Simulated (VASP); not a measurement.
# Al (Im-3m) in VASP: a series of runs

The runs below take Al through single point, with LDA.

Program: VASP 6.6.1. These are calculated values, not measurements. Logs are shortened: lines on timing, memory, paths and dates and some standing lists are left out, and cuts for length are marked.

## (1) The cell of the first run

The structure is cubic, space group Im-3m (No. 229). The conventional cell has a = 3.102 Å, b = 3.102 Å, c = 3.102 Å, α = 90.00°, β = 90.00°, γ = 90.00°. Within 3.5 Å of Al (site symmetry m-3m) lie 14 Al at 2.69 to 3.10 Å.

This isn't the form of Al at room conditions, which is fcc.

## (2) Single point, LDA (14.92 Å³/atom)

INCAR reads:

```
ALGO = Normal
EDIFF = 1E-6
ENCUT = 520
ISIF = 2
ISMEAR = 0
LASPH = True
LCHARG = False
LREAL = False
LWAVE = False
NBANDS = 8
NELM = 100
PREC = Accurate
SIGMA = 0.15
```

KPOINTS reads:

```
k-points
0
Gamma
  22 22 22
```

POSCAR reads:

```
Al
1.0
   -1.5508493437      1.5508493437      1.5508493437
    1.5508493437     -1.5508493437      1.5508493437
    1.5508493437      1.5508493437     -1.5508493437
Al
1
Direct
    0.0000000000      0.0000000000      0.0000000000
```

Potentials or basis: VASP PAW LDA potentials, release 64 (Al).

On the command line:

```
$ cat potpaw_LDA.64/Al/POTCAR > POTCAR
$ mpirun -np 1 vasp_std > vasp.out
```

OUTCAR:

```text
EDIFF = 1E-6
   ENCUT = 520
   ISIF = 2
   ISMEAR = 0
   LASPH = True
   LREAL = False
   NELM = 100
   PREC = Accurate

 ion  position               nearest neighbor table
   1  0.000  0.000  0.000-

  LATTYP: Found a body centered cubic cell.
 ALAT       =     3.1016986874

  Lattice vectors:

 A1 = (  -1.5508493437,   1.5508493437,   1.5508493437)
 A2 = (   1.5508493437,  -1.5508493437,   1.5508493437)
 A3 = (   1.5508493437,   1.5508493437,  -1.5508493437)

Analysis of symmetry for initial positions (statically):
=====================================================================
 Subroutine PRICEL returns:
 Original cell was already a primitive cell.

 Routine SETGRP: Setting up the symmetry group for a
 body centered cubic supercell.

 Subroutine GETGRP returns: Found 48 space group operations
 (whereof 48 operations were pure point group operations)
 out of a pool of 48 trial point group operations.

The static configuration has the point symmetry O_h .

Analysis of symmetry for dynamics (positions and initial velocities):
=====================================================================
 Subroutine PRICEL returns:
 Original cell was already a primitive cell.

 Routine SETGRP: Setting up the symmetry group for a
 body centered cubic supercell.

 Subroutine GETGRP returns: Found 48 space group operations
 (whereof 48 operations were pure point group operations)
 out of a pool of 48 trial point group operations.

The dynamic configuration has the point symmetry O_h .

 Subroutine INISYM returns: Found 48 space group operations
 (whereof 48 operations are pure point group operations),
 and found     1 'primitive' translations

----------------------------------------------------------------------------------------

                                     Primitive cell

  volume of cell :      14.9200

  direct lattice vectors                    reciprocal lattice vectors
    -1.550849344  1.550849344  1.550849344     0.000000000  0.322403979  0.322403979
     1.550849344 -1.550849344  1.550849344     0.322403979  0.000000000  0.322403979
     1.550849344  1.550849344 -1.550849344     0.322403979  0.322403979  0.000000000

  length of vectors
     2.686149858  2.686149858  2.686149858     0.455948080  0.455948080  0.455948080

  position of ions in fractional coordinates (direct lattice)
     0.000000000  0.000000000  0.000000000

  ion indices of the primitive-cell ions
   primitive index   ion index
                 1           1

----------------------------------------------------------------------------------------

 KPOINTS: k-points

Automatic generation of k-mesh.
 Grid dimensions read from file:
 generate k-points for:   22   22   22

 Generating k-lattice:

  Cartesian coordinates                     Fractional coordinates (reciprocal lattice)
     0.000000000  0.014654726  0.014654726     0.045454545  0.000000000  0.000000000
     0.014654726  0.000000000  0.014654726     0.000000000  0.045454545  0.000000000
     0.014654726  0.014654726  0.000000000     0.000000000  0.000000000  0.045454545

  Length of vectors
     0.020724913  0.020724913  0.020724913

  Shift w.r.t. Gamma in fractional coordinates (k-lattice)
     0.000000000  0.000000000  0.000000000

 Subroutine IBZKPT returns following result:
 ===========================================

 Found    328 irreducible k-points:

 Following reciprocal coordinates:
            Coordinates               Weight
  0.000000  0.000000  0.000000      1.000000
  0.045455  0.000000  0.000000     12.000000
  0.090909  0.000000  0.000000     12.000000
  0.136364  0.000000  0.000000     12.000000
  0.181818  0.000000  0.000000     12.000000
  0.227273  0.000000  0.000000     12.000000
[... 16 lines left out ...]
  0.090909  0.090909  0.000000     24.000000
  0.136364  0.090909  0.000000     48.000000
 [... further k-points ...]
   k-points           NKPTS =    328   k-points in BZ     NKDIM =    328   number of bands    NBANDS=      8
   number of dos      NEDOS =    301   number of ions     NIONS =      1
   total plane-waves  NPLWV =   8000
   dimension x,y,z NGX =    20 NGY =   20 NGZ =   20
   dimension x,y,z NGXF=    40 NGYF=   40 NGZF=   40
   ions per type =               1
   NGX,Y,Z   is equivalent  to a cutoff of  12.38, 12.38, 12.38 a.u.
   NGXF,Y,Z  is equivalent  to a cutoff of  24.76, 24.76, 24.76 a.u.
 SYSTEM =  unknown system
   PREC   = accura    normal or accurate (medium, high low for compatibility)
   ISTART =      0    job   : 0-new  1-cont  2-samecut
   ICHARG =      2    charge: 1-file 2-atom 10-const
   ISPIN  =      1    spin polarized calculation?
   LNONCOLLINEAR =      F non collinear calculations
   LSORBIT =      F    spin-orbit coupling
   LASPH  =      T    aspherical Exc in radial PAW
   ENCUT  =  520.0 eV  38.22 Ry    6.18 a.u.   4.99  4.99  4.99*2*pi/ulx,y,z
   NELM   =    100;   NELMIN=  2; NELMDL= -5     # of ELM steps
   EDIFF  = 0.1E-05   stopping-criterion for ELM
   LREAL  =      F    real-space projection
   EDIFFG = 0.1E-04   stopping-criterion for IOM
   NSW    =      0    number of steps for IOM
   IBRION =     -1    ionic relax: 0-MD 1-quasi-New 2-CG
   NFREE  =      0    steps in history (QN), initial steepest desc. (CG)
   ISIF   =      2    stress and relaxation
   ISYM   =      2    0-nonsym 1-usesym 2-fastsym
   POTIM  = 0.5000    time-step for ionic-motion
   TEBEG  =    0.0;   TEEND  =   0.0 temperature during run
   PSTRESS=    0.0 pullay stress
   NELECT =       3.0000    total number of electrons
   NUPDOWN=      -1.0000    fix difference up-down
   EMIN   =  10.00;   EMAX   =-10.00  energy-range for DOS
   EFERMI =   0.00;   METHOD = LEGACY
   ISMEAR =     0;   SIGMA  =   0.15  broadening in eV -4-tet -1-fermi 0-gaus
   EFERMI_NEDOS =   21; number of points for ismear=-14 and -15
   IALGO  =     38    algorithm
   IMIX   =      4    mixing-type and parameters
     AMIX     =   0.40;   BMIX     =  1.00
     AMIX_MAG =   1.60;   BMIX_MAG =  1.00
  volume/ion in A,a.u.               =      14.92       100.69
  Fermi-wavevector in a.u.,A,eV,Ry     =   0.959089  1.812416 12.515346  0.919852
  Thomas-Fermi vector in A             =   2.088254
   LORBIT       =      0    0 simple, 1 ext, 2 COOP (PROOUT), +10 PAW based schemes
   GGA     = CA    functional components
   LHFCALC =     F    Hartree Fock is set to
   AEXX    =    0.0000 exact exchange contribution
   IVDW    =     0    specifies the selected vdW correction
   LEPSILON=     F    determine dielectric tensor
   LRPA    =     F    only Hartree local field effects (RPA)
 non-spin polarized calculation
 Gauss-broadening in eV      SIGMA  =   0.15
  energy-cutoff  :      520.00
  volume of cell :       14.92
 maximum number of plane-waves:       420
   NGX =  9   NGY =  9   NGZ =  9

 number of electron       3.0000000 magnetization

 Free energy of the ion-electron system (eV)
  ---------------------------------------------------
  ext. energy  EPLUGINS =         0.00000000
  ---------------------------------------------------
  free energy    TOTEN  =        -4.06634042 eV

  energy without entropy =       -4.06207977  energy(sigma->0) =       -4.06421010

 E-fermi :   8.9076     XC(G=0): -10.7256

 val. band max:        8.8795395760   @ k =  -0.4091   0.4091   0.2273
 cond. band min:       8.9362369639   @ k =   0.2727   0.1364   0.0909
 fundamental gap:      0.0566973879
 Fermi energy:         8.9075687751

 k-point     1 :       0.0000    0.0000    0.0000
  band No.  band energies     occupation
      1      -2.9298      2.00000
      2      22.6883      0.00000
      3      22.6883      0.00000
      4      22.6883      0.00000
      5      24.8387      0.00000
      6      24.8387      0.00000
      7      24.8387      0.00000
      8      25.9593      0.00000

 k-point     2 :       0.0455    0.0000    0.0000
  band No.  band energies     occupation
      1      -2.8664      2.00000
      2      21.9251      0.00000
      3      22.2733      0.00000
      4      22.4201      0.00000
      5      24.4602      0.00000
      6      25.0686      0.00000
      7      25.3580      0.00000
      8      25.3712      0.00000

 k-point     3 :       0.0909    0.0000    0.0000
  band No.  band energies     occupation
      1      -2.6763      2.00000
      2      20.2519      0.00000
      3      21.5132      0.00000
      4      21.7766      0.00000
      5      23.7069      0.00000
      6      24.5934      0.00000
      7      25.5425      0.00000
      8      26.2762      0.00000

 k-point     4 :       0.1364    0.0000    0.0000
  band No.  band energies     occupation
      1      -2.3602      2.00000
      2      18.3036      0.00000
      3      20.7455      0.00000
      4      20.9976      0.00000
      5      22.9000      0.00000
      6      23.9638      0.00000
      7      26.0404      0.00000
      8      26.5385      0.00000

 k-point     5 :       0.1818    0.0000    0.0000
  band No.  band energies     occupation
      1      -1.9189      2.00000
      2      16.3167      0.00000
      3      20.0443      0.00000
      4      20.2181      0.00000
      5      22.1399      0.00000
      6      23.3839      0.00000
      7      26.6075      0.00000
      8      26.8790      0.00000
[... 177 lines left out ...]
 k-point    22 :       0.4545    0.0455    0.0000
  band No.  band energies     occupation
      1       3.8698      2.00000
      2       5.3570      2.00000
      3      16.4468      0.00000
      4      17.7786      0.00000
      5      19.9634      0.00000
      6      21.7410      0.00000
      7      30.1742      0.00000
      8      31.7228      0.00000

 k-point    23 :       0.0909    0.0909    0.0000
  band No.  band energies     occupation
      1      -2.1709      2.00000
      2      18.2530      0.00000
      3      18.6095      0.00000
      4      20.6949      0.00000
      5      23.7324      0.00000
      6      23.8886      0.00000
      7      26.3094      0.00000
      8      26.5513      0.00000

 k-point    24 :       0.1364    0.0909    0.0000
  band No.  band energies     occupation
      1      -1.7302      2.00000
      2      16.4271      0.00000
      3      17.6780      0.00000
      4      20.0050      0.00000
      5      23.1472      0.00000
      6      24.0156      0.00000
      7      26.1932      0.00000
      8      27.5054      0.00000

 [... further k-points ...]

------------------------ aborting loop because EDIFF is reached ----------------------------------------

  FORCE on cell =-STRESS in cart. coord.  units (eV):
  Direction    XX          YY          ZZ          XY          YZ          ZX
  --------------------------------------------------------------------------------------
  -------------------------------------------------------------------------------------
  Total        0.6981523      0.6981523      0.6981523      0.0000000     -0.0000000     -0.0000000
  in kB       74.9707653     74.9707653     74.9707653      0.0000000     -0.0000000     -0.0000000
  external PRESSURE =      74.9707653 kB  Pullay stress =       0.0000000 kB

 VOLUME and BASIS-vectors are now :
 -----------------------------------------------------------------------------
  energy-cutoff  :      520.00
  volume of cell :       14.92
      direct lattice vectors                 reciprocal lattice vectors
    -1.550849344  1.550849344  1.550849344     0.000000000  0.322403979  0.322403979
     1.550849344 -1.550849344  1.550849344     0.322403979  0.000000000  0.322403979
     1.550849344  1.550849344 -1.550849344     0.322403979  0.322403979  0.000000000

 POSITION                                       TOTAL-FORCE (eV/Angst)
 -----------------------------------------------------------------------------------
      0.00000      0.00000      0.00000        -0.000000      0.000000      0.000000
 -----------------------------------------------------------------------------------
    total drift:                                0.000000      0.000000     -0.000000

  FREE ENERGIE OF THE ION-ELECTRON SYSTEM (eV)
  ---------------------------------------------------
  free  energy   TOTEN  =        -4.0663404194 eV

  energy  without entropy=       -4.0620797734  energy(sigma->0) =       -4.06421010
```

It took 12 s on 1 thread of Intel Xeon Platinum 8488C (Sapphire Rapids), shared host; peak memory 0.13 GiB.

Results:

```
Free energy            : -4.0663 eV
Pressure               : 7.5 GPa
Band gap on the k mesh : zero (an odd number of electrons rules out a gap without spin polarisation)
```

Caveat: the cell stands under pressure.

## (3) Single point, LDA (15.35 Å³/atom)

This run uses another cell than the first one, of 15.35 Å³/atom.

INCAR reads:

```
ALGO     = Normal         # electronic algorithm
EDIFF    = 1E-7           # SCF threshold, eV
ENCUT    = 520            # plane-wave cutoff, eV
ISIF     = 2              # what is computed and relaxed
ISMEAR   = 0              # smearing method
LASPH    = T              # aspherical terms in the spheres
LCHARG   = T              # write CHGCAR
LELF     = T              # ELF
LREAL    = F              # projectors in reciprocal space
LVHAR    = T            
LWAVE    = F              # write WAVECAR
NBANDS   = 8              # bands
NELM     = 100            # most SCF steps
PREC     = Accurate       # precision mode
SIGMA    = 0.15           # smearing width, eV
```

KPOINTS is that of step 2.

POSCAR reads:

```
Al
1.0
   -1.5657091377      1.5657091377      1.5657091377
    1.5657091377     -1.5657091377      1.5657091377
    1.5657091377      1.5657091377     -1.5657091377
Al
1
Direct
    0.0000000000      0.0000000000      0.0000000000
```

Potentials or basis: VASP PAW LDA potentials, release 64 (Al).

On the command line:

```
$ cat potpaw_LDA.64/Al/POTCAR > POTCAR
$ mpirun -np 1 vasp_std > vasp.out
```

OUTCAR:

```text
EDIFF = 1E-7
   ENCUT = 520
   ISIF = 2
   ISMEAR = 0
   LASPH = T
   LREAL = F
   NELM = 100
   PREC = Accurate

 ion  position               nearest neighbor table
   1  0.000  0.000  0.000-

  LATTYP: Found a body centered cubic cell.
 ALAT       =     3.1314182754

  Lattice vectors:

 A1 = (  -1.5657091377,   1.5657091377,   1.5657091377)
 A2 = (   1.5657091377,  -1.5657091377,   1.5657091377)
[... 442 lines left out ...]
      7      25.5258      0.00000
      8      26.8341      0.00000

 [... further k-points ...]

------------------------ aborting loop because EDIFF is reached ----------------------------------------

  FORCE on cell =-STRESS in cart. coord.  units (eV):
  Direction    XX          YY          ZZ          XY          YZ          ZX
  --------------------------------------------------------------------------------------
  -------------------------------------------------------------------------------------
  Total        0.4430138      0.4430138      0.4430138      0.0000000      0.0000000      0.0000000
  in kB       46.2311416     46.2311416     46.2311416      0.0000000      0.0000000      0.0000000
  external PRESSURE =      46.2311416 kB  Pullay stress =       0.0000000 kB

 VOLUME and BASIS-vectors are now :
 -----------------------------------------------------------------------------
  energy-cutoff  :      520.00
  volume of cell :       15.35
      direct lattice vectors                 reciprocal lattice vectors
    -1.565709138  1.565709138  1.565709138     0.000000000  0.319344116  0.319344116
     1.565709138 -1.565709138  1.565709138     0.319344116  0.000000000  0.319344116
     1.565709138  1.565709138 -1.565709138     0.319344116  0.319344116  0.000000000

 POSITION                                       TOTAL-FORCE (eV/Angst)
 -----------------------------------------------------------------------------------
      0.00000      0.00000      0.00000        -0.000000      0.000000     -0.000000
 -----------------------------------------------------------------------------------
    total drift:                                0.000000      0.000000      0.000000

  FREE ENERGIE OF THE ION-ELECTRON SYSTEM (eV)
  ---------------------------------------------------
  free  energy   TOTEN  =        -4.0826469013 eV

  energy  without entropy=       -4.0783456215  energy(sigma->0) =       -4.08049626
```

Wall time 14 s (1 thread of Intel Xeon Platinum 8488C (Sapphire Rapids), shared host); peak memory 0.14 GiB.

What came out:

```yaml
Free_energy: -4.0826 eV
Pressure: 4.6 GPa
Band_gap_on_the_k_mesh: zero (an odd number of electrons rules out a gap without spin polarisation)
```

Caveat: the cell stands under pressure.

## (4) Single point, LDA (15.79 Å³/atom)

This run uses another cell than the first one, of 15.79 Å³/atom.

INCAR reads:

```
  PREC = Accurate
  ENCUT = 520
  EDIFF = 1E-6
  ISMEAR = 0
  SIGMA = 0.15
  LREAL = F
  LASPH = T
  NELM = 80
  ALGO = Normal
  ISIF = 2
  LWAVE = F
  LCHARG = F
  NBANDS = 8
```

KPOINTS reads:

```
Automatic mesh
0
Gamma
  22 22 22
```

POSCAR reads:

```
Al
1.0
   -1.5802587303      1.5802587303      1.5802587303
    1.5802587303     -1.5802587303      1.5802587303
    1.5802587303      1.5802587303     -1.5802587303
Al
1
Direct
    0.0000000000      0.0000000000      0.0000000000
```

On the command line:

```
$ cat potpaw_LDA.64/Al/POTCAR > POTCAR
$ mpirun -np 1 vasp_std > vasp.out
```

It took 12 s on 1 thread of Intel Xeon Platinum 8488C (Sapphire Rapids), shared host; peak memory 0.13 GiB.

The run converged. Its results:

| Item | Value |
| --- | --- |
| Free energy | -4.0917 eV |
| Pressure | 2.1 GPa |
| Band gap on the k mesh | zero (an odd number of electrons rules out a gap without spin polarisation) |

Levels at points of the mesh, in eV from the Fermi level:
```
           k point  band 1  band 2  band 3  band 4
(0.00, 0.00, 0.00)  -11.43   13.44   13.44   13.44
(0.50, 0.00, 0.00)   -4.47   -3.95    8.36    8.36
(0.50, 0.50, 0.50)    1.90    1.90    1.90    2.96
```

(Part 1 of 2 ends here.)

The gap in the log of VASP goes by the Fermi energy; the results here count the filled bands.